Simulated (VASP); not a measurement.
# KBr (Fm-3m) in VASP: a series of runs

The runs below take KBr through single point, with r2SCAN.

Everything below comes from runs of VASP 6.6.1. Logs are shortened: lines on timing, memory, paths and dates and some standing lists are left out, and cuts for length are marked.

## 1. The cell of the first run

It takes space group Fm-3m (No. 225, cubic). Conventional cell: a = 6.538 Å, b = 6.538 Å, c = 6.538 Å, α = 90.00°, β = 90.00°, γ = 90.00°. Within 4.3 Å of K (site symmetry m-3m) lie 6 Br at 3.27 Å. Within 4.3 Å of Br (site symmetry m-3m) lie 6 K at 3.27 Å.

## 2. Single point, r2SCAN (volume scaled by 0.97)

Input file POSCAR:

```
KBr
1.0
    0.0000000000      3.2688675307      3.2688675307
    3.2688675307      0.0000000000      3.2688675307
    3.2688675307      3.2688675307      0.0000000000
K Br
1 1
Direct
    0.0000000000      0.0000000000      0.0000000000
    0.5000000000      0.5000000000      0.5000000000
```

Input file INCAR.step1:

```
PREC = Accurate
ENCUT = 520
ISMEAR = 0
SIGMA = 0.02
LREAL = False
LASPH = True
NELM = 80
NBANDS = 15
GGA = PE
ALGO = Normal
EDIFF = 1E-4
LWAVE = True
LCHARG = False
```

Input file INCAR.step2:

```
PREC = Accurate
ENCUT = 520
EDIFF = 1E-6
ISMEAR = 0
SIGMA = 0.02
LREAL = False
LASPH = True
NELM = 80
ALGO = Normal
ISIF = 2
LWAVE = False
LCHARG = False
METAGGA = R2SCAN
LMIXTAU = True
NBANDS = 15
ISTART = 1
```

Input file KPOINTS:

```
regular mesh
0
Gamma
  6 6 6
```

Potentials or basis: VASP PAW PBE potentials, release 64 (K_sv, Br).

The run is started by

```sh
> cat potpaw_PBE.64/K_sv/POTCAR potpaw_PBE.64/Br/POTCAR > POTCAR
> cp INCAR.step1 INCAR
> mpirun -np 1 vasp_std > vasp.out
> cp INCAR.step2 INCAR
> mpirun -np 1 vasp_std > vasp.out
```

OUTCAR:

```text
PREC = Accurate
   ENCUT = 520
   EDIFF = 1E-6
   ISMEAR = 0
   LREAL = False
   LASPH = True
   NELM = 80
   ISIF = 2
   METAGGA = R2SCAN
   ISTART = 1

 ion  position               nearest neighbor table
   1  0.000  0.000  0.000-   2 3.27   2 3.27   2 3.27   2 3.27   2 3.27   2 3.27
   2  0.500  0.500  0.500-   1 3.27   1 3.27   1 3.27   1 3.27   1 3.27   1 3.27

  LATTYP: Found a face centered cubic cell.
 ALAT       =     6.5377350614

  Lattice vectors:

 A1 = (   0.0000000000,   3.2688675307,   3.2688675307)
 A2 = (   3.2688675307,   0.0000000000,   3.2688675307)
 A3 = (   3.2688675307,   3.2688675307,   0.0000000000)

Analysis of symmetry for initial positions (statically):
=====================================================================
 Subroutine PRICEL returns:
 Original cell was already a primitive cell.

 Routine SETGRP: Setting up the symmetry group for a
 face centered cubic supercell.

 Subroutine GETGRP returns: Found 48 space group operations
 (whereof 48 operations were pure point group operations)
 out of a pool of 48 trial point group operations.

The static configuration has the point symmetry O_h .

Analysis of symmetry for dynamics (positions and initial velocities):
=====================================================================
 Subroutine PRICEL returns:
 Original cell was already a primitive cell.

 Routine SETGRP: Setting up the symmetry group for a
 face centered cubic supercell.

 Subroutine GETGRP returns: Found 48 space group operations
 (whereof 48 operations were pure point group operations)
 out of a pool of 48 trial point group operations.

The dynamic configuration has the point symmetry O_h .

 Subroutine INISYM returns: Found 48 space group operations
 (whereof 48 operations are pure point group operations),
 and found     1 'primitive' translations

----------------------------------------------------------------------------------------

                                     Primitive cell

  volume of cell :      69.8589

  direct lattice vectors                    reciprocal lattice vectors
     0.000000000  3.268867531  3.268867531    -0.152958171  0.152958171  0.152958171
     3.268867531  0.000000000  3.268867531     0.152958171 -0.152958171  0.152958171
     3.268867531  3.268867531  0.000000000     0.152958171  0.152958171 -0.152958171

  length of vectors
     4.622876796  4.622876796  4.622876796     0.264931324  0.264931324  0.264931324

  position of ions in fractional coordinates (direct lattice)
     0.000000000  0.000000000  0.000000000
     0.500000000  0.500000000  0.500000000

  ion indices of the primitive-cell ions
   primitive index   ion index
                 1           1
                 2           2

----------------------------------------------------------------------------------------

 KPOINTS: regular mesh

Automatic generation of k-mesh.
 Grid dimensions read from file:
 generate k-points for:    6    6    6

 Generating k-lattice:

  Cartesian coordinates                     Fractional coordinates (reciprocal lattice)
    -0.025493029  0.025493029  0.025493029     0.166666667  0.000000000  0.000000000
     0.025493029 -0.025493029  0.025493029     0.000000000  0.166666667  0.000000000
     0.025493029  0.025493029 -0.025493029     0.000000000  0.000000000  0.166666667

  Length of vectors
     0.044155221  0.044155221  0.044155221

  Shift w.r.t. Gamma in fractional coordinates (k-lattice)
     0.000000000  0.000000000  0.000000000

 Subroutine IBZKPT returns following result:
 ===========================================

 Found     16 irreducible k-points:

 Following reciprocal coordinates:
            Coordinates               Weight
  0.000000  0.000000  0.000000      1.000000
  0.166667  0.000000  0.000000      8.000000
  0.333333  0.000000  0.000000      8.000000
  0.500000  0.000000  0.000000      4.000000
  0.166667  0.166667  0.000000      6.000000
  0.333333  0.166667  0.000000     24.000000
[... 8 lines left out ...]
 -0.333333  0.333333  0.166667     24.000000
 -0.333333  0.500000  0.166667     12.000000
   k-points           NKPTS =     16   k-points in BZ     NKDIM =     16   number of bands    NBANDS=     15
   number of dos      NEDOS =    301   number of ions     NIONS =      2
   total plane-waves  NPLWV =  46656
   dimension x,y,z NGX =    36 NGY =   36 NGZ =   36
   dimension x,y,z NGXF=    72 NGYF=   72 NGZF=   72
   ions per type =               1   1
   NGX,Y,Z   is equivalent  to a cutoff of  12.95, 12.95, 12.95 a.u.
   NGXF,Y,Z  is equivalent  to a cutoff of  25.89, 25.89, 25.89 a.u.
 SYSTEM =  unknown system
   PREC   = accura    normal or accurate (medium, high low for compatibility)
   ISTART =      1    job   : 0-new  1-cont  2-samecut
   ICHARG =      0    charge: 1-file 2-atom 10-const
   ISPIN  =      1    spin polarized calculation?
   LNONCOLLINEAR =      F non collinear calculations
   LSORBIT =      F    spin-orbit coupling
   LASPH  =      T    aspherical Exc in radial PAW
   ENCUT  =  520.0 eV  38.22 Ry    6.18 a.u.   8.60  8.60  8.60*2*pi/ulx,y,z
   NELM   =     80;   NELMIN=  2; NELMDL=  0     # of ELM steps
   EDIFF  = 0.1E-05   stopping-criterion for ELM
   LREAL  =      F    real-space projection
   EDIFFG = 0.1E-04   stopping-criterion for IOM
   NSW    =      0    number of steps for IOM
   IBRION =     -1    ionic relax: 0-MD 1-quasi-New 2-CG
   NFREE  =      0    steps in history (QN), initial steepest desc. (CG)
   ISIF   =      2    stress and relaxation
   ISYM   =      2    0-nonsym 1-usesym 2-fastsym
   POTIM  = 0.5000    time-step for ionic-motion
   TEBEG  =    0.0;   TEEND  =   0.0 temperature during run
   PSTRESS=    0.0 pullay stress
   NELECT =      16.0000    total number of electrons
   NUPDOWN=      -1.0000    fix difference up-down
   EMIN   =  10.00;   EMAX   =-10.00  energy-range for DOS
   EFERMI =   0.00;   METHOD = LEGACY
   ISMEAR =     0;   SIGMA  =   0.02  broadening in eV -4-tet -1-fermi 0-gaus
   EFERMI_NEDOS =   21; number of points for ismear=-14 and -15
   IALGO  =     38    algorithm
   IMIX   =      4    mixing-type and parameters
     AMIX     =   0.40;   BMIX     =  1.00
     AMIX_MAG =   1.60;   BMIX_MAG =  1.00
  volume/ion in A,a.u.               =      34.93       235.72
  Fermi-wavevector in a.u.,A,eV,Ry     =   1.001630  1.892807 13.650229  1.003263
  Thomas-Fermi vector in A             =   2.134065
   LORBIT       =      0    0 simple, 1 ext, 2 COOP (PROOUT), +10 PAW based schemes
   METAGGA = R2SCAN    functional components
   LHFCALC =     F    Hartree Fock is set to
   AEXX    =    0.0000 exact exchange contribution
   IVDW    =     0    specifies the selected vdW correction
   LEPSILON=     F    determine dielectric tensor
   LRPA    =     F    only Hartree local field effects (RPA)
 non-spin polarized calculation
 Gauss-broadening in eV      SIGMA  =   0.02
  energy-cutoff  :      520.00
  volume of cell :       69.86
 maximum number of plane-waves:      1895
 NGX is ok and might be reduce to    36
   NGX = 17   NGY = 17   NGZ = 17

 number of electron      16.0000000 magnetization

 Free energy of the ion-electron system (eV)
  ---------------------------------------------------
  ext. energy  EPLUGINS =         0.00000000
  ---------------------------------------------------
  free energy    TOTEN  =       -23.24441747 eV

  energy without entropy =      -23.24441747  energy(sigma->0) =      -23.24441747

 E-fermi :  -1.9446     XC(G=0):  -7.8727

 val. band max:       -2.0341655372   @ k =   0.0000   0.0000   0.0000
 cond. band min:       3.1282657486   @ k =   0.0000   0.0000   0.0000
 fundamental gap:      5.1624312857
 Fermi energy:        -1.9445703526

 k-point     1 :       0.0000    0.0000    0.0000
  band No.  band energies     occupation
      1     -30.8570      2.00000
      2     -14.7989      2.00000
      3     -13.5656      2.00000
      4     -13.5656      2.00000
      5     -13.5656      2.00000
      6      -2.0342      2.00000
      7      -2.0342      2.00000
      8      -2.0342      2.00000
      9       3.1283      0.00000
     10       6.2033      0.00000
     11       6.2033      0.00000
     12       6.2033      0.00000
     13       7.2024      0.00000
     14       7.2024      0.00000
     15      10.1004      0.00000

 k-point     2 :       0.1667    0.0000    0.0000
  band No.  band energies     occupation
      1     -30.8554      2.00000
      2     -14.8494      2.00000
      3     -13.5669      2.00000
      4     -13.5669      2.00000
      5     -13.4940      2.00000
      6      -2.4061      2.00000
      7      -2.1276      2.00000
      8      -2.1276      2.00000
      9       3.7960      0.00000
     10       6.0300      0.00000
     11       6.5520      0.00000
     12       6.5520      0.00000
     13       7.5891      0.00000
     14       7.5892      0.00000
     15      11.1158      0.00000

 k-point     3 :       0.3333    0.0000    0.0000
  band No.  band energies     occupation
      1     -30.8522      2.00000
      2     -14.9374      2.00000
      3     -13.5694      2.00000
      4     -13.5694      2.00000
      5     -13.3627      2.00000
      6      -3.0039      2.00000
      7      -2.3033      2.00000
      8      -2.3033      2.00000
      9       4.8481      0.00000
     10       6.3593      0.00000
     11       7.4894      0.00000
     12       7.4894      0.00000
     13       8.5600      0.00000
     14       8.5600      0.00000
     15      10.5152      0.00000
[... 199 lines left out ...]
 k-point    15 :      -0.3333    0.3333    0.1667
  band No.  band energies     occupation
      1     -30.8492      2.00000
      2     -14.8406      2.00000
      3     -13.6190      2.00000
      4     -13.6045      2.00000
      5     -13.4319      2.00000
      6      -2.8946      2.00000
      7      -2.5889      2.00000
      8      -2.4505      2.00000
      9       5.7743      0.00000
     10       6.1566      0.00000
     11       7.5097      0.00000
     12       8.0474      0.00000
     13       9.1628      0.00000
     14       9.5798      0.00000
     15      10.0655      0.00000

 k-point    16 :      -0.3333    0.5000    0.1667
  band No.  band energies     occupation
      1     -30.8487      2.00000
      2     -14.7642      2.00000
      3     -13.6499      2.00000
      4     -13.6199      2.00000
      5     -13.4978      2.00000
      6      -2.7772      2.00000
      7      -2.5295      2.00000
      8      -2.5043      2.00000
      9       5.0765      0.00000
     10       6.8576      0.00000
     11       6.9229      0.00000
     12       8.1831      0.00000
     13       8.9050      0.00000
     14       9.6445      0.00000
     15      10.2260      0.00000

------------------------ aborting loop because EDIFF is reached ----------------------------------------

  FORCE on cell =-STRESS in cart. coord.  units (eV):
  Direction    XX          YY          ZZ          XY          YZ          ZX
  --------------------------------------------------------------------------------------
  -------------------------------------------------------------------------------------
  Total        0.2446684      0.2446684      0.2446684     -0.0000000     -0.0000000     -0.0000000
  in kB        5.6113385      5.6113385      5.6113385     -0.0000000     -0.0000000     -0.0000000
  external PRESSURE =       5.6113385 kB  Pullay stress =       0.0000000 kB

 VOLUME and BASIS-vectors are now :
 -----------------------------------------------------------------------------
  energy-cutoff  :      520.00
  volume of cell :       69.86
      direct lattice vectors                 reciprocal lattice vectors
     0.000000000  3.268867531  3.268867531    -0.152958171  0.152958171  0.152958171
     3.268867531  0.000000000  3.268867531     0.152958171 -0.152958171  0.152958171
     3.268867531  3.268867531  0.000000000     0.152958171  0.152958171 -0.152958171

 POSITION                                       TOTAL-FORCE (eV/Angst)
 -----------------------------------------------------------------------------------
      0.00000      0.00000      0.00000         0.000000      0.000000     -0.000000
      3.26887      3.26887      3.26887         0.000000      0.000000      0.000000
 -----------------------------------------------------------------------------------
    total drift:                                0.000000      0.000000      0.000000

  FREE ENERGIE OF THE ION-ELECTRON SYSTEM (eV)
  ---------------------------------------------------
  free  energy   TOTEN  =       -23.2444174667 eV

  energy  without entropy=      -23.2444174667  energy(sigma->0) =      -23.24441747
```

Run time: 36 s. Hardware: 1 thread of Intel Xeon 6975P-C (Granite Rapids), shared host; peak memory 0.22 GiB.

Results:

```
Free energy            : -23.2444 eV
Pressure               : 0.6 GPa
Band gap on the k mesh : 5.16 eV, direct
```

Levels at points of the mesh, in eV from the valence-band top:
```
           k point  band 4  band 5  band 6  band 7  band 8  band 9  band 10  band 11  band 12  band 13
(0.00, 0.00, 0.00)  -11.53  -11.53    0.00    0.00    0.00    5.16     8.24     8.24     8.24     9.24
(0.50, 0.00, 0.00)  -11.54  -11.27   -1.22   -0.35   -0.35    7.20     8.98    10.61    10.61    10.90
(0.50, 0.50, 0.00)  -11.57  -11.57   -0.85   -0.30   -0.30    6.33     8.14    10.25    10.30    10.67
```

Caveat: the cell differs from its parent crystal (volume scaled by 0.97); the PAW data sets were made with another functional, which shifts forces and pressure a little.

## 3. Single point, r2SCAN

This run uses another cell than the first one, of 35.94 Å³/atom, 1.029 times its volume.

Input file POSCAR:

```
KBr
1.0
    0.0000000000      3.3000000000      3.3000000000
    3.3000000000      0.0000000000      3.3000000000
    3.3000000000      3.3000000000      0.0000000000
K Br
1 1
Direct
    0.0000000000      0.0000000000      0.0000000000
    0.5000000000      0.5000000000      0.5000000000
```

Input file INCAR.step1:

```
  PREC = Accurate
  ENCUT = 520
  ISMEAR = 0
  SIGMA = 0.02
  LREAL = False
  LASPH = True
  NELM = 60
  NBANDS = 15
  GGA = PE
  ALGO = Normal
  EDIFF = 1E-4
  LWAVE = True
  LCHARG = False
```

Input file INCAR.step2:

```
  PREC = Accurate
  ENCUT = 520
  EDIFF = 1E-7
  ISMEAR = 0
  SIGMA = 0.02
  LREAL = False
  LASPH = True
  NELM = 60
  ALGO = Normal
  ISIF = 2
  LWAVE = False
  LCHARG = False
  METAGGA = R2SCAN
  LMIXTAU = True
  NBANDS = 15
  ISTART = 1
```

Input file KPOINTS:

```
Automatic mesh
0
Gamma
  6 6 6
```

Potentials or basis: VASP PAW PBE potentials, release 64 (K_sv, Br).

The run is started by

```sh
> cat potpaw_PBE.64/K_sv/POTCAR potpaw_PBE.64/Br/POTCAR > POTCAR
> cp INCAR.step1 INCAR
> mpirun -np 1 vasp_std > vasp.out
> cp INCAR.step2 INCAR
> mpirun -np 1 vasp_std > vasp.out
```

It took 40 s on 1 thread of Intel Xeon 6975P-C (Granite Rapids), shared host; peak memory 0.21 GiB.

The run converged. Its results:

```yaml
Free_energy: -23.2486 eV
Pressure: 0.1 GPa
Band_gap_on_the_k_mesh: 5.08 eV, direct
```

Levels at points of the mesh, in eV from the valence-band top:
```tsv
k point	band 5	band 6	band 7	band 8	band 9	band 10	band 11	band 12
(0.00, 0.00, 0.00)	-11.59	0.00	0.00	0.00	5.08	8.24	8.24	8.24
(0.50, 0.00, 0.00)	-11.34	-1.17	-0.33	-0.33	7.13	8.87	10.53	10.53
(0.50, 0.50, 0.00)	-11.62	-0.82	-0.29	-0.29	6.36	8.03	10.14	10.21
```

Caveat: the PAW data sets were made with another functional, which shifts forces and pressure a little. r2SCAN opens gaps a little over a GGA but as a rule still falls short of measured ones.
